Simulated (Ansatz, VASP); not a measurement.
One calculation of Ba, two programs

```
CELL_PARAMETERS angstrom
-2.43823 2.43823 2.43823
2.43823 -2.43823 2.43823
2.43823 2.43823 -2.43823
ATOMIC_POSITIONS crystal
Ba 0.00000 0.00000 0.00000
```

Alike in both runs: task relaxation of cell and atoms; functional PBEsol; k mesh 12 × 12 × 12; occupations fermi-dirac, width 0.15 eV; no spin polarisation.

|  | VASP | Ansatz |
| --- | --- | --- |
| version | VASP 6.6.1 | Ansatz 0.2.0 |
| potentials or method | VASP PAW PBE potentials, release 64 (Ba_sv), cutoff 600 eV | scalar-relativistic, plane waves, PAW |
| valence electrons in the cell | 10 | 10 |

|  | VASP | Ansatz | Ansatz less VASP |
| --- | --- | --- | --- |
| gap on the k mesh at the Fermi level, each at its own relaxed structure (eV) | none | none | - |
| relaxed volume (Å³/atom) | 59.03 | 58.49 | -0.539 |
| relaxed length of the cell vector where the two differ most in proportion (Å) | 4.248 | 4.235 | -0.0130 |

VASP's potentials were made for PBE, not for PBEsol, and Ansatz warns of the same on its side. A gap of «none» marks a metal or a gap that the smearing closes.

Spin-orbit coupling is off throughout.
